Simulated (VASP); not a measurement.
# BiTe (I4/mmm) in VASP: further runs, part 2 of 2

VASP 6.6.1.

## (3) Single point, r2SCAN (strain -0.030 along x and y, +0.015 along z)

Input file POSCAR:

```
BiTe
1.0
    0.0000000000      3.1379500000      3.2835250000
    3.1379500000      0.0000000000      3.2835250000
    3.1379500000      3.1379500000      0.0000000000
Bi Te
1 1
Direct
    0.0000000000      0.0000000000      0.0000000000
    0.5000000000      0.5000000000      0.5000000000
```

Input file INCAR.step1:

```
PREC = Accurate
ENCUT = 520
ISMEAR = 0
SIGMA = 0.15
LREAL = F
LASPH = T
NELM = 80
NBANDS = 18
GGA = PE
ALGO = Normal
EDIFF = 1E-4
LWAVE = T
LCHARG = F
```

Input file INCAR.step2:

```
PREC = Accurate
ENCUT = 520
EDIFF = 1E-7
ISMEAR = 0
SIGMA = 0.15
LREAL = F
LASPH = T
NELM = 80
ALGO = Normal
ISIF = 2
LWAVE = F
LCHARG = T
METAGGA = R2SCAN
LMIXTAU = T
LELF = T
LVHAR = T
NBANDS = 18
ISTART = 1
```

Input file KPOINTS:

```
Automatic mesh
0
Gamma
  14 14 14
```

Potentials or basis: VASP PAW PBE potentials, release 64 (Bi_d, Te).

Command:

```sh
$ cat potpaw_PBE.64/Bi_d/POTCAR potpaw_PBE.64/Te/POTCAR > POTCAR
$ cp INCAR.step1 INCAR
$ mpirun -np 1 vasp_std > vasp.out
$ cp INCAR.step2 INCAR
$ mpirun -np 1 vasp_std > vasp.out
```

OUTCAR:

```text
PREC = Accurate
   ENCUT = 520
   EDIFF = 1E-7
   ISMEAR = 0
   LREAL = F
   LASPH = T
   NELM = 80
   ISIF = 2
   METAGGA = R2SCAN
   ISTART = 1

 ion  position               nearest neighbor table
   1  0.000  0.000  0.000-   2 3.14   2 3.14   2 3.14   2 3.14   2 3.28   2 3.28
   2  0.500  0.500  0.500-   1 3.14   1 3.14   1 3.14   1 3.14   1 3.28   1 3.28

  LATTYP: Found a body centered tetragonal cell.
 ALAT       =     4.4377314480
 C/A-ratio  =     1.4798214081

  Lattice vectors:
[... 191 lines left out ...]
      3     -16.7420      2.00000
      4     -16.7416      2.00000
      5     -16.7416      2.00000
      6      -7.3458      2.00000
[... 481 lines left out ...]
      5     -16.7367      2.00000
      6      -6.6840      2.00000
[... 10 lines left out ...]
     17      16.0484      0.00000
     18      16.2220      0.00000

 [... further k-points ...]
[... 5 lines left out ...]
  --------------------------------------------------------------------------------------
  -------------------------------------------------------------------------------------
  Total        1.6989820      1.6989820     -0.0454239      0.0000000     -0.0000000      0.0000000
  in kB       42.0956294     42.0956294     -1.1254672      0.0000000     -0.0000000      0.0000000
  external PRESSURE =      27.6885972 kB  Pullay stress =       0.0000000 kB

 VOLUME and BASIS-vectors are now :
 -----------------------------------------------------------------------------
  energy-cutoff  :      520.00
  volume of cell :       64.66
      direct lattice vectors                 reciprocal lattice vectors
     0.000000000  3.137950000  3.283525000    -0.159339696  0.159339696  0.152275375
     3.137950000  0.000000000  3.283525000     0.159339696 -0.159339696  0.152275375
     3.137950000  3.137950000  0.000000000     0.159339696  0.159339696 -0.152275375

 POSITION                                       TOTAL-FORCE (eV/Angst)
 -----------------------------------------------------------------------------------
      0.00000      0.00000      0.00000         0.000000      0.000000      0.000000
      3.13795      3.13795      3.28353        -0.000000     -0.000000     -0.000000
 -----------------------------------------------------------------------------------
    total drift:                               -0.000000      0.000000      0.000000

  FREE ENERGIE OF THE ION-ELECTRON SYSTEM (eV)
  ---------------------------------------------------
  free  energy   TOTEN  =       -83.9846406510 eV

  energy  without entropy=      -83.9704921122  energy(sigma->0) =      -83.97756638
```

OUTCAR.step1:

```text
PREC = Accurate
   ENCUT = 520
   ISMEAR = 0
   LREAL = F
   LASPH = T
[... 726 lines left out ...]
 -----------------------------------------------------------------------------------
      0.00000      0.00000      0.00000         0.000000     -0.000000      0.000000
      3.13795      3.13795      3.28353        -0.000000      0.000000     -0.000000
 -----------------------------------------------------------------------------------
    total drift:                               -0.000000      0.000000      0.000000

  FREE ENERGIE OF THE ION-ELECTRON SYSTEM (eV)
  ---------------------------------------------------
  free  energy   TOTEN  =        -7.1149932753 eV

  energy  without entropy=       -7.1005328476  energy(sigma->0) =       -7.10776306
```

Run time: 11 min. Hardware: 1 thread of Intel Xeon 6975P-C, shared host; peak memory 0.43 GiB.

Results:

- Free energy: -83.9846 eV
- Pressure: 2.8 GPa

Levels at points of the mesh, in eV from the Fermi level:
```tsv
k point	band 8	band 9	band 10	band 11	band 12	band 13
(0.00, 0.00, 0.00)	-3.16	-3.16	-2.53	1.59	2.72	2.72
(0.50, 0.00, 0.00)	-2.30	-2.19	-1.58	-0.95	-0.72	-0.60
(0.50, 0.50, 0.00)	-6.20	-4.51	-4.51	2.39	4.11	4.11
(0.50, 0.00, 0.50)	-6.38	-4.88	-4.26	2.30	3.34	4.54
```

Caveat: the cell differs from its parent crystal (strain -0.030 along x and y, +0.015 along z); the PAW data sets were made with another functional, which shifts forces and pressure a little; spin-orbit coupling is left out, which moves the levels of the heavy elements.
